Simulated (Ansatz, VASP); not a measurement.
One calculation of AgCl, two programs

```
Ag Cl
1.0
     3.43397    0.00000    0.00000
     0.00000    3.43397    0.00000
     0.00000    0.00000    3.43397
Ag Cl
1 1
Direct
  0.00000 0.00000 0.00000
  0.50000 0.50000 0.50000
```

Alike in both runs: task single point; functional PBE-based screened hybrid; k mesh 4 × 4 × 4; occupations fermi-dirac, width 0.05 eV; no spin polarisation.

|  | VASP | Ansatz |
| --- | --- | --- |
| version | VASP 6.6.1 | Ansatz 0.2.0 |
| potentials or method | VASP PAW PBE potentials, release 64 (Ag, Cl) | Ansatz PAW |
| plane-wave cutoff (eV) | 520 | 420 |
| valence electrons in the cell | 18 | 26 |

```tsv
	VASP	Ansatz	Ansatz less VASP
gap on the k mesh at the Fermi level (eV)	3.57	3.60	+0.030
least direct gap on the mesh (eV)	5.00	5.02	+0.018
pressure (GPa)	-0.6	-0.5	+0.16
```

VASP's potentials were made for PBE, not for PBE-based screened hybrid. VASP's potentials hold 18 valence electrons a cell and Ansatz's 26, so a difference there can come from the potentials and not from the codes.

The k mesh is coarse, so the values compare programs but aren't converged.
